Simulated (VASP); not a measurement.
Runs of VASP 6.6.1 on Ti. The structure is that of space group Im-3m (No. 229), or close to it. The cells are those of the table. 

```csv
cell,gap on the mesh (eV),pressure (GPa)
"a = 2.898 Å, angles 109.5°, 1 atom",none,(b)
"a = 2.842 Å, angles 109.5°, 1 atom",none,(a)
"a = 2.784 Å, angles 109.5°, 1 atom",none,-5.0
"a = 2.870 Å, angles 109.5°, 1 atom",none,-12.8
"a = 2.814 Å, angles 109.5°, 1 atom",none,-8.0
```

Alike in all rows: task single point; level LDA; potentials or basis VASP PAW LDA potentials, release 64 (Ti_sv); no spin polarisation; k mesh 12 × 12 × 12; cutoff (eV) 520; smearing fermi-dirac 0.1 eV.

Fill in the values left out.

(a) -10.6; (b) -14.7.

A gap of «none» marks levels without a gap at the run's occupations.
